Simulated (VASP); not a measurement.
# Pt (P6_3/mmc) in VASP: further runs, part 2 of 2

VASP 6.6.1. The steps go on from the part before.

### Step 3. Single point, LDA (14.86 Å³/atom)

This run uses another cell than the first one, of 14.86 Å³/atom.

Contents of INCAR:

```
PREC = Accurate
ENCUT = 570
EDIFF = 1E-6
ISMEAR = -1
SIGMA = 0.08
LREAL = False
LASPH = True
NELM = 120
ALGO = Normal
ISIF = 2
LWAVE = False
LCHARG = False
GGA = CA
NBANDS = 25
GGA_COMPAT = False
```

Contents of KPOINTS:

```
Automatic mesh
0
Gamma
  16 16 9
```

Contents of POSCAR:

```
Pt
1.0
    2.7141501671      0.0000000000      0.0000000000
   -1.3570750835      2.3505229944      0.0000000000
    0.0000000000      0.0000000000      4.6584615956
Pt
2
Direct
    0.3333333333      0.6666666667      0.2500000000
    0.6666666667      0.3333333333      0.7500000000
```

Potentials or basis: VASP PAW LDA potentials, release 64 (Pt_sv_GW).

Command:

```sh
$ cat potpaw_LDA.64/Pt_sv_GW/POTCAR > POTCAR
$ mpirun -np 1 vasp_std > vasp.out
```

OUTCAR:

```text
PREC = Accurate
   ENCUT = 570
   EDIFF = 1E-6
   ISMEAR = -1
   LREAL = False
   LASPH = True
   NELM = 120
   ISIF = 2
   GGA = CA

 ion  position               nearest neighbor table
   1  0.333  0.667  0.250-   2 2.81   2 2.81   2 2.81   2 2.81   2 2.81   2 2.81
   2  0.667  0.333  0.750-   1 2.81   1 2.81   1 2.81   1 2.81   1 2.81   1 2.81

  LATTYP: Found a hexagonal cell.
 ALAT       =     2.7141501671
 C/A-ratio  =     1.7163610371

  Lattice vectors:

 A1 = (   2.7141501671,   0.0000000000,   0.0000000000)
 A2 = (  -1.3570750835,   2.3505229944,   0.0000000000)
 A3 = (   0.0000000000,   0.0000000000,   4.6584615956)

Analysis of symmetry for initial positions (statically):
=====================================================================
 Subroutine PRICEL returns:
 Original cell was already a primitive cell.

 Routine SETGRP: Setting up the symmetry group for a
 hexagonal supercell.

 Subroutine GETGRP returns: Found 24 space group operations
 (whereof 12 operations were pure point group operations)
 out of a pool of 24 trial point group operations.

The static configuration has the point symmetry D_3d.
 The point group associated with its full space group is D_6h.

Analysis of symmetry for dynamics (positions and initial velocities):
=====================================================================
 Subroutine PRICEL returns:
 Original cell was already a primitive cell.

 Routine SETGRP: Setting up the symmetry group for a
 hexagonal supercell.

 Subroutine GETGRP returns: Found 24 space group operations
 (whereof 12 operations were pure point group operations)
 out of a pool of 24 trial point group operations.

The dynamic configuration has the point symmetry D_3d.
 The point group associated with its full space group is D_6h.

 Subroutine INISYM returns: Found 24 space group operations
 (whereof 12 operations are pure point group operations),
[... 109 lines left out ...]
   EMIN   =  10.00;   EMAX   =-10.00  energy-range for DOS
   EFERMI =   0.00;   METHOD = LEGACY
   ISMEAR =    -1;   SIGMA  =   0.08  broadening in eV -4-tet -1-fermi 0-gaus
   EFERMI_NEDOS =   21; number of points for ismear=-14 and -15
   IALGO  =     38    algorithm
   IMIX   =      4    mixing-type and parameters
     AMIX     =   0.40;   BMIX     =  1.00
     AMIX_MAG =   1.60;   BMIX_MAG =  1.00
  volume/ion in A,a.u.               =      14.86       100.28
  Fermi-wavevector in a.u.,A,eV,Ry     =   1.745134  3.297824 41.436428  3.045492
  Thomas-Fermi vector in A             =   2.816879
   LORBIT       =      0    0 simple, 1 ext, 2 COOP (PROOUT), +10 PAW based schemes
   GGA     = CA    functional components
   LHFCALC =     F    Hartree Fock is set to
   AEXX    =    0.0000 exact exchange contribution
   IVDW    =     0    specifies the selected vdW correction
   LEPSILON=     F    determine dielectric tensor
   LRPA    =     F    only Hartree local field effects (RPA)
 non-spin polarized calculation
  energy-cutoff  :      570.00
  volume of cell :       29.72
 maximum number of plane-waves:       935
 NGX is ok and might be reduce to    24
   NGX = 11   NGY = 11   NGZ = 19

 number of electron      36.0000001 magnetization

 Free energy of the ion-electron system (eV)
  ---------------------------------------------------
  ext. energy  EPLUGINS =         0.00000000
  ---------------------------------------------------
  free energy    TOTEN  =       -14.55654889 eV

  energy without entropy =      -14.48304016  energy(sigma->0) =      -14.51979453

 E-fermi :  10.7282     XC(G=0): -14.4655

 val. band max:       10.7260404485   @ k =   0.3125   0.0625   0.4444
 cond. band min:      10.7349575312   @ k =   0.5000  -0.0000   0.3333
 fundamental gap:      0.0089170828
 Fermi energy:        10.7282256238

 k-point     1 :       0.0000    0.0000    0.0000
  band No.  band energies     occupation
      1     -87.5761      2.00000
      2     -87.5479      2.00000
      3     -42.1254      2.00000
      4     -41.8240      2.00000
      5     -41.8240      2.00000
      6     -41.7699      2.00000
[... 661 lines left out ...]
     24      26.1790      0.00000
     25      26.8340      0.00000

 [... further k-points ...]

------------------------ aborting loop because EDIFF is reached ----------------------------------------

  FORCE on cell =-STRESS in cart. coord.  units (eV):
  Direction    XX          YY          ZZ          XY          YZ          ZX
  --------------------------------------------------------------------------------------
  -------------------------------------------------------------------------------------
  Total       -0.0485926     -0.0485926     -0.1189366     -0.0000000     -0.0000000      0.0000000
  in kB       -2.6196267     -2.6196267     -6.4118778     -0.0000000     -0.0000000      0.0000000
  external PRESSURE =      -3.8837104 kB  Pullay stress =       0.0000000 kB

 VOLUME and BASIS-vectors are now :
 -----------------------------------------------------------------------------
  energy-cutoff  :      570.00
  volume of cell :       29.72
      direct lattice vectors                 reciprocal lattice vectors
     2.714150167  0.000000000  0.000000000     0.368439452  0.212718617  0.000000000
    -1.357075084  2.350522994  0.000000000     0.000000000  0.425437233  0.000000000
     0.000000000  0.000000000  4.658461596     0.000000000  0.000000000  0.214663141

 POSITION                                       TOTAL-FORCE (eV/Angst)
 -----------------------------------------------------------------------------------
     -0.00000      1.56702      1.16462        -0.000000      0.000000      0.000000
      1.35708      0.78351      3.49385         0.000000     -0.000000      0.000000
 -----------------------------------------------------------------------------------
    total drift:                               -0.000000      0.000000     -0.000000

  FREE ENERGIE OF THE ION-ELECTRON SYSTEM (eV)
  ---------------------------------------------------
  free  energy   TOTEN  =       -14.5565488885 eV

  energy  without entropy=      -14.4830401618  energy(sigma->0) =      -14.51979453
```

OSZICAR:

```text
N       E                     dE             d eps       ncg     rms          rms(c)
DAV:   1     0.454224624777E+03    0.45422E+03   -0.28416E+04  7996   0.172E+03
DAV:   2    -0.138079968106E+01   -0.45561E+03   -0.44580E+03  8705   0.619E+02
DAV:   3    -0.168125461646E+02   -0.15432E+02   -0.15255E+02  8895   0.112E+02
DAV:   4    -0.169154400614E+02   -0.10289E+00   -0.10274E+00  8739   0.945E+00
DAV:   5    -0.169160117053E+02   -0.57164E-03   -0.57152E-03  9059   0.663E-01    0.971E+01
DAV:   6    -0.146710360809E+02    0.22450E+01   -0.44044E+00  8108   0.172E+01    0.492E+01
DAV:   7    -0.145851384283E+02    0.85898E-01   -0.74471E-01  9037   0.617E+00    0.108E+01
DAV:   8    -0.145566966311E+02    0.28442E-01   -0.99720E-02  8053   0.304E+00    0.388E-01
DAV:   9    -0.145566007203E+02    0.95911E-04   -0.22343E-03  8475   0.374E-01    0.272E-01
DAV:  10    -0.145565494425E+02    0.51278E-04   -0.69848E-05  8741   0.101E-01    0.178E-01
DAV:  11    -0.145565488885E+02    0.55404E-06   -0.27908E-06  7267   0.162E-02
   1 F= -.14556549E+02 E0= -.14519795E+02  d E =-.735087E-01
```

Wall time 81 s (1 thread of Intel Xeon Platinum 8259CL at 2.50GHz (Skylake/Cascade Lake), shared host); peak memory 0.22 GiB.

Results:

* Free energy: -14.5565 eV
* Pressure: -0.4 GPa
* Band gap on the k mesh: zero (bands 18 and 19 overlap by 1.36 eV)

Stress tensor (GPa, compression positive):
```
-0.26  0.00  0.00
 0.00 -0.26  0.00
 0.00  0.00 -0.64
```

Levels at points of the mesh, in eV from the Fermi level:
| k point | band 14 | band 15 | band 16 | band 17 | band 18 | band 19 | band 20 | band 21 | band 22 | band 23 |
| --- | --- | --- | --- | --- | --- | --- | --- | --- | --- | --- |
| (0.00, 0.00, 0.00) | -3.35 | -3.35 | -2.08 | -2.08 | -0.88 | -0.26 | -0.26 | 5.23 | 14.98 | 15.85 |
| (0.50, 0.00, 0.00) | -3.21 | -2.93 | 0.05 | 0.28 | 0.52 | 2.37 | 3.93 | 7.62 | 9.22 | 10.12 |

Caveat: spin-orbit coupling is left out, which moves the levels of the heavy elements.

### Step 4. Single point, LDA (12.48 Å³/atom)

This run uses another cell than the first one, of 12.48 Å³/atom.

Contents of INCAR:

```
SYSTEM = Pt
  PREC = Accurate
  ENCUT = 570
  EDIFF = 1E-6
  ISMEAR = -1
  SIGMA = 0.08
  LREAL = .False.
  LASPH = .True.
  NELM = 120
  ALGO = Normal
  ISIF = 2
  LWAVE = .False.
  LCHARG = .False.
  GGA = CA
  NBANDS = 25
  GGA_COMPAT = .False.
```

Contents of KPOINTS:

```
regular mesh
0
Gamma
  16 16 9
  0 0 0
```

Contents of POSCAR:

```
Pt
1.0
    2.5734668649      0.0000000000      0.0000000000
   -1.2867334325      2.2286876808      0.0000000000
    0.0000000000      0.0000000000      4.3526363915
Pt
2
Direct
    0.3333333333      0.6666666667      0.2500000000
    0.6666666667      0.3333333333      0.7500000000
```

Command:

```sh
$ cat potpaw_LDA.64/Pt_sv_GW/POTCAR > POTCAR
$ mpirun -np 1 vasp_std > vasp.out
```

Run time: 1.7 min. Hardware: 1 thread of AMD EPYC 7R43 (Zen 3), shared host; peak memory 0.15 GiB.

The run converged. Its results:

```yaml
Free_energy: -13.4936 eV
Pressure: 82.3 GPa
Band_gap_on_the_k_mesh: zero (bands 18 and 19 overlap by 1.80 eV)
```

Stress tensor (GPa, compression positive):
```
82.51  0.00  0.00
 0.00 82.51  0.00
 0.00  0.00 82.02
```

Levels at points of the mesh, in eV from the Fermi level:
```csv
k point,band 15,band 16,band 17,band 18,band 19,band 20,band 21,band 22
"(0.00, 0.00, 0.00)",-4.38,-2.93,-2.93,-1.51,-0.38,-0.38,6.85,14.34
"(0.50, 0.00, 0.00)",-3.97,0.16,0.31,0.67,2.81,4.62,8.66,10.39
```

Caveat: the cell stands under pressure; spin-orbit coupling is left out, which moves the levels of the heavy elements.

### Step 5. Relaxation of shape and atoms at fixed volume, LDA

This run uses another cell than the first one, of 7.73 Å³/atom.

Contents of INCAR:

```
SYSTEM = Pt
PREC     = Accurate       ! precision mode
ENCUT    = 570            ! plane-wave cutoff, eV
EDIFF    = 1E-7           ! SCF threshold, eV
ISMEAR   = -1             ! smearing method
SIGMA    = 0.08           ! smearing width, eV
LREAL    = .FALSE.        ! projectors in reciprocal space
LASPH    = .TRUE.         ! aspherical terms in the spheres
NELM     = 120            ! most SCF steps
ALGO     = Normal         ! electronic algorithm
ISIF     = 4              ! what is computed and relaxed
LWAVE    = .FALSE.        ! write WAVECAR
LCHARG   = .FALSE.        ! write CHGCAR
IBRION   = 2              ! ionic algorithm
NSW      = 50             ! ionic steps
EDIFFG   = -0.005         ! ionic threshold
GGA_COMPAT= .FALSE.      
NELMIN   = 4
```

Contents of KPOINTS:

```
Automatic mesh
0
G
  16 16 9
  0 0 0
```

Contents of POSCAR:

```
Pt
1.0
    2.1825706979      0.0000000000      0.0000000000
   -1.0912853489      1.8901616699      0.0000000000
    0.0000000000      0.0000000000      3.7460793065
Pt
2
Direct
    0.3333333333      0.6666666667      0.2500000000
    0.6666666667      0.3333333333      0.7500000000
```

Command:

```sh
$ cat potpaw_LDA.64/Pt_sv_GW/POTCAR > POTCAR
$ mpirun -np 1 vasp_std > vasp.out
```

Run time: 5 min. Hardware: 1 thread of Intel Xeon Platinum 8259CL at 2.50GHz (Skylake/Cascade Lake), shared host; peak memory 0.17 GiB.

The run converged, but its numbers aren't listed here, since they failed a check.

Caveat: spin-orbit coupling is left out, which moves the levels of the heavy elements.

### Step 6. Relaxation of shape and atoms at fixed volume, LDA

This run uses another cell than the first one, of 6.69 Å³/atom.

Contents of INCAR:

```
SYSTEM = Pt
ALGO = Normal ; EDIFF = 1E-7
EDIFFG = -0.005 ; ENCUT = 570
GGA = CA ; GGA_COMPAT = .False.
IBRION = 2 ; ISIF = 4
ISMEAR = -1 ; LASPH = .True.
LCHARG = .False. ; LREAL = .False.
LWAVE = .False. ; NELM = 120
NELMIN = 4 ; NSW = 50
PREC = Accurate ; SIGMA = 0.08
```

Contents of KPOINTS:

```
k-points
0
Gamma
  16 16 9
  0 0 0
```

Contents of POSCAR:

```
Pt
1.0
    2.0798788740      0.0000000000      0.0000000000
   -1.0399394370      1.8012279416      0.0000000000
    0.0000000000      0.0000000000      3.5698230611
Pt
2
Direct
    0.3333333333      0.6666666667      0.2500000000
    0.6666666667      0.3333333333      0.7500000000
```

Potentials or basis: VASP PAW LDA potentials, release 64 (Pt_sv_GW).

Command:

```sh
$ cat potpaw_LDA.64/Pt_sv_GW/POTCAR > POTCAR
$ mpirun -np 1 vasp_std > vasp.out
```

It took 2.4 min on 1 thread of Intel Xeon Platinum 8488C (Sapphire Rapids), shared host; peak memory 0.16 GiB.

The run converged, but its numbers aren't listed here, since they failed a check.

Caveat: spin-orbit coupling is left out, which moves the levels of the heavy elements.

### Step 7. Overview

| cell | gap on the mesh (eV) | pressure (GPa) |
| --- | --- | --- |
| a = 2.405, b = 2.405, c = 4.036 Å, angles 90.0, 90.0, 120.0°, 2 atoms | none | 312.2 |
| a = 2.714, b = 2.714, c = 4.658 Å, angles 90.0, 90.0, 120.0°, 2 atoms | none | -0.4 |
| a = 2.573, b = 2.573, c = 4.353 Å, angles 90.0, 90.0, 120.0°, 2 atoms | none | 82.3 |

Alike in all rows: task single point; level LDA; potentials or basis VASP PAW LDA potentials, release 64 (Pt_sv_GW); no spin polarisation; k mesh 16 × 16 × 9; cutoff (eV) 570; smearing fermi-dirac 0.08 eV.

Caveats: spin-orbit coupling is left out, which moves the levels of the heavy elements; the cell stands under pressure (at least some runs).

Total energies depend on the potentials used, so only differences within one code and one set of settings carry meaning.

The gap in the log of VASP goes by the Fermi energy; the results here count the filled bands.